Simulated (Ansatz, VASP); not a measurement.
# Two plane-wave programs on ZnSe

```
Zn Se
1.0
     4.16700    0.00000    0.00000
     0.00000    4.16700    0.00000
     0.00000    0.00000    5.19690
Zn Se
2 2
Cartesian
  0.0000 0.0000 0.0000
  2.0835 2.0835 0.0000
  0.0000 2.0835 1.3936
  2.0835 0.0000 3.8033
```

Alike in both runs: task single point; functional PBEsol; k mesh 8 × 8 × 6; occupations gaussian, width 0.05 eV; no spin polarisation.

```csv
,VASP,Ansatz
version,VASP 6.6.1,Ansatz 0.2.0
potentials or method,"VASP PAW PBE potentials, release 64 (Zn, Se), cutoff 520 eV","scalar-relativistic, plane waves, PAW"
valence electrons in the cell,36,56
```

```tsv
	VASP	Ansatz	Ansatz less VASP
gap on the k mesh at the Fermi level (eV)	1.08	1.10	+0.017
least direct gap on the mesh (eV)	1.08	1.10	+0.017
pressure (GPa)	-0.6	-0.9	-0.30
traceless stress, the component that is largest in VASP (GPa)	1.67	1.68	+0.011
rms of the force components (eV/Å)	0.097	0.077	-0.0202
```

VASP's potentials were made for PBE, not for PBEsol, and Ansatz warns of the same on its side. Atom by atom the forces differ by 0.020 eV/Å (rms over components). With one functional, cell and mesh, what is left measures potentials, basis and numerics. VASP's potentials hold 36 valence electrons a cell and Ansatz's 56, so a difference there can come from the potentials and not from the codes.
